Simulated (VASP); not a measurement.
Here is a VASP 6.6.1 calculation.

The input POSCAR:

```
Sn
1.0
    0.0000000000      3.1482320000      3.1482320000
    3.1482320000      0.0000000000      3.1482320000
    3.1482320000      3.1482320000      0.0000000000
Sn
2
Direct
    0.5000000000      0.5000000000      0.5000000000
    0.7500000000      0.7500000000      0.7500000000
```

Contents of INCAR.step1:

```
PREC = Accurate ; ENCUT = 520
ISMEAR = 0 ; SIGMA = 0.15
LREAL = F ; LASPH = T
NELM = 80 ; NBANDS = 21
GGA = PE ; ALGO = Normal
EDIFF = 1E-4 ; LWAVE = T
LCHARG = F
```

The input INCAR.step2:

```
PREC = Accurate ; ENCUT = 520
EDIFF = 1E-6 ; ISMEAR = 0
SIGMA = 0.15 ; LREAL = F
LASPH = T ; NELM = 80
ALGO = Normal ; ISIF = 2
LWAVE = F ; LCHARG = T
METAGGA = R2SCAN ; LMIXTAU = T
LELF = T ; LVHAR = T
NBANDS = 21 ; ISTART = 1
```

KPOINTS

```
Automatic mesh
0
Gamma
  12 12 12
```

Potentials or basis: VASP PAW PBE potentials, release 64 (Sn_d).

Command:

```bash
$ cat potpaw_PBE.64/Sn_d/POTCAR > POTCAR
$ cp INCAR.step1 INCAR
$ mpirun -np 1 vasp_std > vasp.out
$ cp INCAR.step2 INCAR
$ mpirun -np 1 vasp_std > vasp.out
```

(1) Predict the pressure.

(2) Predict the band gap on the k mesh.

Results:

(1) 7.3 GPa.

(2) 0.32 eV, direct.

Caveat: the cell differs from its parent crystal (strain -0.030 along x and y, -0.030 along z); the PAW data sets were made with another functional, which shifts forces and pressure a little; spin-orbit coupling is left out, which moves the levels of the heavy elements.
